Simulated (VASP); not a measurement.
Wanted: the native input for a VASP 6.6.1 run.

- Task: single point
- Functional: PBE
- Potentials or basis: VASP PAW PBE potentials, release 64 (Pd)
- Cutoff: 520 eV
- k mesh: 4 × 4 × 4
- Occupations: fermi-dirac, width 0.15 eV
- Spin: non-collinear spin, zero start, spin-orbit coupling
- Starting moments: [[0, 0, 0]] μB
- Dipole correction: no
- Further INCAR settings: ALGO = Normal; EDIFF = 1e-06; NBANDS = 21

The structure of Pd lies in POSCAR:

```
Pd
1.0
    0.0000000000      1.9704000000      1.9704000000
    1.9704000000      0.0000000000      1.9704000000
    1.9704000000      1.9704000000      0.0000000000
Pd
1
Direct
    0.0000000000      0.0000000000      0.0000000000
```

One way to write it, as run:

INCAR

```
PREC = Accurate
ENCUT = 520
EDIFF = 1E-6
ISMEAR = -1
SIGMA = 0.15
LREAL = F
LASPH = T
NELM = 150
ALGO = Normal
ISIF = 2
LWAVE = F
LCHARG = F
MAGMOM = 0 0 0
LORBIT = 11
LSORBIT = T
GGA_COMPAT = F
LORBMOM = T
LMAXMIX = 4
GGA = PE
NBANDS = 21
```

KPOINTS

```
Automatic mesh
0
Gamma
  4 4 4
```

Potentials or basis: VASP PAW PBE potentials, release 64 (Pd).

Launch:

```sh
$ cat potpaw_PBE.64/Pd/POTCAR > POTCAR
$ mpirun -np 1 vasp_ncl > vasp.out
```

It gave:

```json
{"Pressure": "0.3 GPa", "Net moment": "0.00 μB per cell", "Valence electrons inside the program's atomic spheres": "Pd 9.38"}
```

Caveat: the k points lie up to 0.69 Å⁻¹ apart.

Wall time 5.4 s on 1 thread of Intel(R) Xeon(R) 6975P-C (Granite Rapids), on a shared host, peak memory 0.19 GiB.
